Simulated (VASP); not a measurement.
A run of VASP 6.6.1:

File INCAR:

```
SYSTEM = ZnS
PREC     = Accurate       ! precision mode
ENCUT    = 520            ! plane-wave cutoff, eV
EDIFF    = 1E-6           ! SCF threshold, eV
ISMEAR   = 0              ! smearing method
SIGMA    = 0.05           ! smearing width, eV
LREAL    = .FALSE.        ! projectors in reciprocal space
LASPH    = .TRUE.         ! aspherical terms in the spheres
NELM     = 60             ! most SCF steps
ALGO     = Normal         ! electronic algorithm
ISIF     = 2              ! what is computed and relaxed
LWAVE    = .FALSE.        ! write WAVECAR
LCHARG   = .FALSE.        ! write CHGCAR
GGA      = PS             ! functional
NBANDS   = 46             ! bands
```

File KPOINTS:

```
regular mesh
0
G
  12 12 4
  0 0 0
```

POSCAR

```
ZnS
1.0
    3.7846846186      0.0000000000      0.0000000000
   -1.8923423093      3.2776330250      0.0000000000
    0.0000000000      0.0000000000     12.3926922670
Zn S
4 4
Direct
    0.0000000000      0.0000000000      0.0404886743
    0.0000000000      0.0000000000      0.5404886743
    0.3333333333      0.6666666667      0.2904141302
    0.6666666667      0.3333333333      0.7904141302
    0.0000000000      0.0000000000      0.1872166306
    0.0000000000      0.0000000000      0.6872166306
    0.3333333333      0.6666666667      0.4375732810
    0.6666666667      0.3333333333      0.9375732810
```

Potentials or basis: VASP PAW PBE potentials, release 64 (Zn, S).

Command:

```sh
$ cat potpaw_PBE.64/Zn/POTCAR potpaw_PBE.64/S/POTCAR > POTCAR
$ mpirun -np 1 vasp_std > vasp.out
```

Hardware: 1 thread of Intel(R) Xeon(R) Platinum 8559C (Emerald Rapids), on a shared host.

Question: How long does it take, and how much memory?

Answer: Run time: 3.7 min on 1 thread of Intel(R) Xeon(R) Platinum 8559C (Emerald Rapids), on a shared host, peak memory 0.45 GiB. Counts: scf iterations 16, k points 57.
